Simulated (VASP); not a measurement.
# Pt (I4/mmm) in VASP: notebook, part 2 of 2

VASP 6.6.1. Earlier steps stand in the parts before.

## Step 3: Single point, LDA (14.76 Å³/atom)

Input file INCAR:

```
SYSTEM = Pt
ALGO = Normal
EDIFF = 1E-6
ENCUT = 520
ISIF = 2
ISMEAR = 0
LASPH = .TRUE.
LCHARG = .TRUE.
LELF = .TRUE.
LREAL = .FALSE.
LVHAR = .TRUE.
LWAVE = .FALSE.
NBANDS = 11
NELM = 60
PREC = Accurate
SIGMA = 0.15
```

Input file KPOINTS:

```
k-points
0
G
  22 22 22
  0 0 0
```

Input file POSCAR:

```
Pt
1.0
    0.0000000000      2.1140324964      1.6510593797
    2.1140324964      0.0000000000      1.6510593797
    2.1140324964      2.1140324964      0.0000000000
Pt
1
Direct
    0.0000000000      0.0000000000      0.0000000000
```

Potentials or basis: VASP PAW LDA potentials, release 64 (Pt).

On the command line:

```bash
cat potpaw_LDA.64/Pt/POTCAR > POTCAR
mpirun -np 1 vasp_std > vasp.out
```

OUTCAR:

```text
SYSTEM = Pt
   EDIFF = 1E-6
   ENCUT = 520
   ISIF = 2
   ISMEAR = 0
   LASPH = .TRUE.
   LREAL = .FALSE.
   NELM = 60
   PREC = Accurate

 ion  position               nearest neighbor table
   1  0.000  0.000  0.000-

  LATTYP: Found a body centered tetragonal cell.
 ALAT       =     2.9896934277
 C/A-ratio  =     1.1045007922

  Lattice vectors:

 A1 = (   0.0000000000,  -2.1140324964,  -1.6510593797)
 A2 = (   0.0000000000,   2.1140324964,  -1.6510593797)
 A3 = (   2.1140324964,   0.0000000000,   1.6510593797)

Analysis of symmetry for initial positions (statically):
=====================================================================
 Subroutine PRICEL returns:
 Original cell was already a primitive cell.

 Routine SETGRP: Setting up the symmetry group for a
 body centered tetragonal supercell.

 Subroutine GETGRP returns: Found 16 space group operations
 (whereof 16 operations were pure point group operations)
 out of a pool of 16 trial point group operations.

The static configuration has the point symmetry D_4h.

Analysis of symmetry for dynamics (positions and initial velocities):
=====================================================================
[... 167 lines left out ...]
      3       7.2219      2.00000
      4       8.0951      2.00000
      5       9.5644      2.00000
      6      10.6434      2.00000
      7      27.2338      0.00000
      8      29.0649      0.00000
      9      29.0649      0.00000
     10      36.9650      0.00000
     11      38.3395      0.00000
[... 309 lines left out ...]
 k-point    24 :      -0.4545    0.0455    0.0000
  band No.  band energies     occupation
      1       4.1089      2.00000
      2       6.3222      2.00000
      3       9.0701      2.00000
      4      10.1694      2.00000
      5      11.6853      0.00169
      6      12.2087      0.00000
      7      18.3631      0.00000
      8      25.2009      0.00000
      9      28.6355      0.00000
     10      34.0138      0.00000
     11      38.0206      0.00000

 [... further k-points ...]

------------------------ aborting loop because EDIFF is reached ----------------------------------------

  FORCE on cell =-STRESS in cart. coord.  units (eV):
  Direction    XX          YY          ZZ          XY          YZ          ZX
  --------------------------------------------------------------------------------------
  -------------------------------------------------------------------------------------
  Total        0.0978734      0.0978734      0.7869009      0.0000000      0.0000000     -0.0000000
  in kB       10.6257442     10.6257442     85.4308302      0.0000000      0.0000000     -0.0000000
  external PRESSURE =      35.5607729 kB  Pullay stress =       0.0000000 kB

 VOLUME and BASIS-vectors are now :
 -----------------------------------------------------------------------------
  energy-cutoff  :      520.00
  volume of cell :       14.76
      direct lattice vectors                 reciprocal lattice vectors
     0.000000000  2.114032496  1.651059380    -0.236514813  0.236514813  0.302835868
     2.114032496  0.000000000  1.651059380     0.236514813 -0.236514813  0.302835868
     2.114032496  2.114032496  0.000000000     0.236514813  0.236514813 -0.302835868

 POSITION                                       TOTAL-FORCE (eV/Angst)
 -----------------------------------------------------------------------------------
      0.00000      0.00000      0.00000        -0.000000     -0.000000      0.000000
 -----------------------------------------------------------------------------------
    total drift:                                0.000000     -0.000000      0.000000

  FREE ENERGIE OF THE ION-ELECTRON SYSTEM (eV)
  ---------------------------------------------------
  free  energy   TOTEN  =        -7.4188032196 eV

  energy  without entropy=       -7.4071988652  energy(sigma->0) =       -7.41300104
```

OSZICAR:

```text
N       E                     dE             d eps       ncg     rms          rms(c)
DAV:   1     0.390688917819E+02    0.39069E+02   -0.53645E+03 18676   0.846E+02
DAV:   2    -0.720232413560E+01   -0.46271E+02   -0.44263E+02 20967   0.179E+02
DAV:   3    -0.783222886539E+01   -0.62990E+00   -0.62696E+00 21576   0.198E+01
DAV:   4    -0.783459470129E+01   -0.23658E-02   -0.23657E-02 21241   0.143E+00
DAV:   5    -0.783461226020E+01   -0.17559E-04   -0.17557E-04 21714   0.114E-01    0.138E+01
DAV:   6    -0.746741271639E+01    0.36720E+00   -0.80348E-01 19626   0.705E+00    0.711E+00
DAV:   7    -0.742341587925E+01    0.43997E-01   -0.13699E-01 21291   0.281E+00    0.255E+00
DAV:   8    -0.741895662989E+01    0.44592E-02   -0.56501E-03 19918   0.719E-01    0.526E-01
DAV:   9    -0.741879995839E+01    0.15667E-03   -0.94537E-05 21004   0.946E-02    0.101E-02
DAV:  10    -0.741880319868E+01   -0.32403E-05   -0.18025E-06 21293   0.927E-03    0.227E-03
DAV:  11    -0.741880321960E+01   -0.20923E-07   -0.41194E-08 11505   0.188E-03
   1 F= -.74188032E+01 E0= -.74130010E+01  d E =-.116044E-01
```

Wall time 80 s (1 thread of Intel Xeon 8259CL, shared host); peak memory 0.24 GiB.

What came out:

```yaml
Free_energy: -7.4188 eV
Pressure: 3.6 GPa
Band_gap_on_the_k_mesh: zero (bands 5 and 6 overlap by 2.31 eV)
```

Stress tensor (GPa, compression positive):
```
1.06 0.00 0.00
0.00 1.06 0.00
0.00 0.00 8.54
```

Caveat: the cell stands under pressure; spin-orbit coupling is left out, which moves the levels of the heavy elements.

## Step 4: Single point, LDA (14.76 Å³/atom)

Input file INCAR:

```
ALGO = Fast
EDIFF = 1E-6
ENCUT = 520
ISIF = 2
ISMEAR = 0
LASPH = T
LCHARG = T
LELF = T
LREAL = F
LVHAR = T
LWAVE = F
NBANDS = 11
NELM = 100
PREC = Accurate
SIGMA = 0.15
```

Input file KPOINTS:

```
k-points
0
Gamma
  22 22 22
```

Input file POSCAR:

```
Pt
1.0
    0.0000000000      2.2487236053      1.4591967475
    2.2487236053      0.0000000000      1.4591967475
    2.2487236053      2.2487236053      0.0000000000
Pt
1
Direct
    0.0000000000      0.0000000000      0.0000000000
```

On the command line:

```bash
cat potpaw_LDA.64/Pt/POTCAR > POTCAR
mpirun -np 1 vasp_std > vasp.out
```

Wall time 97 s (1 thread of Intel Xeon 8259CL, shared host); peak memory 0.25 GiB.

The run converged. Its results:

```yaml
Free_energy: -7.4181 eV
Pressure: 3.8 GPa
Band_gap_on_the_k_mesh: zero (bands 5 and 6 overlap by 2.38 eV)
```

Stress tensor (GPa, compression positive):
```
 7.35  0.00  0.00
 0.00  7.35  0.00
 0.00  0.00 -3.17
```

Levels at points of the mesh, in eV from the Fermi level:
| k point | band 1 | band 2 | band 3 | band 4 | band 5 | band 6 | band 7 | band 8 | band 9 | band 10 |
| --- | --- | --- | --- | --- | --- | --- | --- | --- | --- | --- |
| (0.00, 0.00, 0.00) | -10.27 | -4.43 | -3.59 | -3.59 | -1.81 | -0.64 | 16.45 | 16.45 | 18.31 | 27.41 |
| (0.50, 0.00, 0.00) | -7.27 | -5.77 | -1.29 | -0.27 | 0.25 | 1.15 | 7.16 | 12.93 | 15.63 | 24.57 |
| (0.50, 0.50, 0.00) | -6.84 | -6.82 | 0.48 | 0.48 | 0.76 | 6.89 | 6.89 | 9.62 | 13.48 | 19.09 |
| (0.50, 0.00, 0.50) | -7.38 | -4.88 | -2.09 | -1.02 | -0.36 | 1.03 | 6.35 | 13.87 | 17.80 | 22.77 |

Caveat: the cell stands under pressure; spin-orbit coupling is left out, which moves the levels of the heavy elements.

## Step 5: Single point, LDA (15.20 Å³/atom)

This run uses another cell than the first one, of 15.20 Å³/atom.

Input file INCAR:

```
PREC     = Accurate       # precision mode
ENCUT    = 520            # plane-wave cutoff, eV
EDIFF    = 1E-6           # SCF threshold, eV
ISMEAR   = 0              # smearing method
SIGMA    = 0.15           # smearing width, eV
LREAL    = False          # projectors in reciprocal space
LASPH    = True           # aspherical terms in the spheres
NELM     = 60             # most SCF steps
ALGO     = Normal         # electronic algorithm
ISIF     = 2              # what is computed and relaxed
LWAVE    = False          # write WAVECAR
LCHARG   = False          # write CHGCAR
GGA      = CA             # functional
NBANDS   = 11             # bands
```

Input file KPOINTS:

```
regular mesh
0
Gamma
  22 22 22
```

Input file POSCAR:

```
Pt
1.0
    0.0000000000      2.2709728354      1.4736342729
    2.2709728354      0.0000000000      1.4736342729
    2.2709728354      2.2709728354      0.0000000000
Pt
1
Direct
    0.0000000000      0.0000000000      0.0000000000
```

Potentials or basis: VASP PAW LDA potentials, release 64 (Pt).

On the command line:

```bash
cat potpaw_LDA.64/Pt/POTCAR > POTCAR
mpirun -np 1 vasp_std > vasp.out
```

OUTCAR:

```text
PREC = Accurate
   ENCUT = 520
   EDIFF = 1E-6
   ISMEAR = 0
   LREAL = False
   LASPH = True
   NELM = 60
   ISIF = 2
   GGA = CA

 ion  position               nearest neighbor table
   1  0.000  0.000  0.000-

  LATTYP: Found a body centered tetragonal cell.
 ALAT       =     3.2116405836
 C/A-ratio  =     0.9176831806

  Lattice vectors:

 A1 = (   0.0000000000,  -2.2709728354,  -1.4736342729)
 A2 = (   0.0000000000,   2.2709728354,  -1.4736342729)
[... 515 lines left out ...]
     11      35.7967      0.00000

 [... further k-points ...]

------------------------ aborting loop because EDIFF is reached ----------------------------------------

  FORCE on cell =-STRESS in cart. coord.  units (eV):
  Direction    XX          YY          ZZ          XY          YZ          ZX
  --------------------------------------------------------------------------------------
  -------------------------------------------------------------------------------------
  Total       -0.1589406     -0.1589406     -1.0862918      0.0000000     -0.0000000     -0.0000000
  in kB      -16.7533563    -16.7533563   -114.5021099      0.0000000     -0.0000000     -0.0000000
  external PRESSURE =     -49.3362742 kB  Pullay stress =       0.0000000 kB

 VOLUME and BASIS-vectors are now :
 -----------------------------------------------------------------------------
  energy-cutoff  :      520.00
  volume of cell :       15.20
      direct lattice vectors                 reciprocal lattice vectors
     0.000000000  2.270972835  1.473634273    -0.220169961  0.220169961  0.339297212
     2.270972835  0.000000000  1.473634273     0.220169961 -0.220169961  0.339297212
     2.270972835  2.270972835  0.000000000     0.220169961  0.220169961 -0.339297212

 POSITION                                       TOTAL-FORCE (eV/Angst)
 -----------------------------------------------------------------------------------
      0.00000      0.00000      0.00000         0.000000      0.000000      0.000000
 -----------------------------------------------------------------------------------
    total drift:                                0.000000     -0.000000     -0.000000

  FREE ENERGIE OF THE ION-ELECTRON SYSTEM (eV)
  ---------------------------------------------------
  free  energy   TOTEN  =        -7.4164669358 eV

  energy  without entropy=       -7.4034622584  energy(sigma->0) =       -7.40996460
```

OSZICAR:

```text
N       E                     dE             d eps       ncg     rms          rms(c)
DAV:   1     0.387414358351E+02    0.38741E+02   -0.53620E+03 18695   0.846E+02
DAV:   2    -0.723308741589E+01   -0.45975E+02   -0.44045E+02 20955   0.177E+02
DAV:   3    -0.784187911261E+01   -0.60879E+00   -0.60578E+00 21443   0.195E+01
DAV:   4    -0.784422699377E+01   -0.23479E-02   -0.23477E-02 21289   0.142E+00
DAV:   5    -0.784424523596E+01   -0.18242E-04   -0.18242E-04 21692   0.116E-01    0.126E+01
DAV:   6    -0.746064730832E+01    0.38360E+00   -0.89809E-01 19680   0.733E+00    0.645E+00
DAV:   7    -0.742093468704E+01    0.39713E-01   -0.12553E-01 21225   0.265E+00    0.252E+00
DAV:   8    -0.741663893250E+01    0.42958E-02   -0.51627E-03 20048   0.684E-01    0.529E-01
DAV:   9    -0.741646390245E+01    0.17503E-03   -0.12972E-04 20873   0.108E-01    0.101E-02
DAV:  10    -0.741646689171E+01   -0.29893E-05   -0.19669E-06 21351   0.996E-03    0.194E-03
DAV:  11    -0.741646693580E+01   -0.44091E-07   -0.57421E-08 11871   0.223E-03
   1 F= -.74164669E+01 E0= -.74099646E+01  d E =-.130047E-01
```

Run time: 96 s. Hardware: 1 thread of Intel Xeon 8259CL, shared host; peak memory 0.24 GiB.

What came out:

```yaml
Free_energy: -7.4165 eV
Pressure: -4.9 GPa
Band_gap_on_the_k_mesh: zero (bands 5 and 6 overlap by 2.27 eV)
```

Stress tensor (GPa, compression positive):
```
 -1.68   0.00   0.00
  0.00  -1.68   0.00
  0.00   0.00 -11.45
```

Levels at points of the mesh, in eV from the Fermi level:
```tsv
k point	band 3	band 4	band 5	band 6	band 7	band 8
(0.00, 0.00, 0.00)	-3.43	-3.43	-1.72	-0.61	16.48	16.48
(0.50, 0.00, 0.00)	-1.23	-0.26	0.33	1.09	6.88	12.93
(0.50, 0.50, 0.00)	0.45	0.45	0.72	6.84	6.84	9.53
(0.50, 0.00, 0.50)	-1.99	-0.98	-0.25	0.97	6.09	13.90
```

Caveat: the cell stands under tension; spin-orbit coupling is left out, which moves the levels of the heavy elements.

## Step 6: The runs side by side

| cell | gap on the mesh (eV) | pressure (GPa) |
| --- | --- | --- |
| a = 2.821, b = 2.821, c = 2.642 Å, angles 62.1, 62.1, 55.8°, 1 atom | none | 3.3 |
| a = 2.682, b = 2.682, c = 2.990 Å, angles 56.1, 56.1, 67.7°, 1 atom | none | 3.6 |
| a = 2.681, b = 2.681, c = 3.180 Å, angles 53.6, 53.6, 72.8°, 1 atom | none | 3.8 |
| a = 2.707, b = 2.707, c = 3.212 Å, angles 53.6, 53.6, 72.8°, 1 atom | none | -4.9 |

Alike in all rows: task single point; level LDA; potentials or basis VASP PAW LDA potentials, release 64 (Pt); no spin polarisation; k mesh 22 × 22 × 22; cutoff (eV) 520; smearing gaussian 0.15 eV.

Caveats: spin-orbit coupling is left out, which moves the levels of the heavy elements; the cell stands under pressure (at least some runs); the cell stands under tension (at least some runs).

Absolute energies hang on the potentials; compare differences alone.
